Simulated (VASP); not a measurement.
A run of VASP 6.6.1 is set up as follows.

INCAR

```
SYSTEM = LiCl
  PREC = Accurate
  ENCUT = 520
  EDIFF = 1E-7
  ISMEAR = 0
  SIGMA = 0.02
  LREAL = .FALSE.
  LASPH = .TRUE.
  NELM = 100
  ALGO = Normal
  ISIF = 2
  LWAVE = .FALSE.
  LCHARG = .TRUE.
  GGA = PE
  LELF = .TRUE.
  LVHAR = .TRUE.
  NBANDS = 12
```

File KPOINTS:

```
regular mesh
0
G
  8 8 8
  0 0 0
```

File POSCAR:

```
LiCl
1.0
    0.0000000000      2.7851328369      2.7851328369
    2.7851328369      0.0000000000      2.7851328369
    2.7851328369      2.7851328369      0.0000000000
Li Cl
1 1
Direct
    0.0000000000      0.0000000000      0.0000000000
    0.2500000000      0.2500000000      0.2500000000
```

Potentials or basis: VASP PAW PBE potentials, release 64 (Li_sv, Cl).

The run is started by

```sh
$ cat potpaw_PBE.64/Li_sv/POTCAR potpaw_PBE.64/Cl/POTCAR > POTCAR
$ mpirun -np 1 vasp_std > vasp.out
```

Predict the band gap on the k mesh.

5.86 eV, direct.

 A k mesh can miss the band edges.
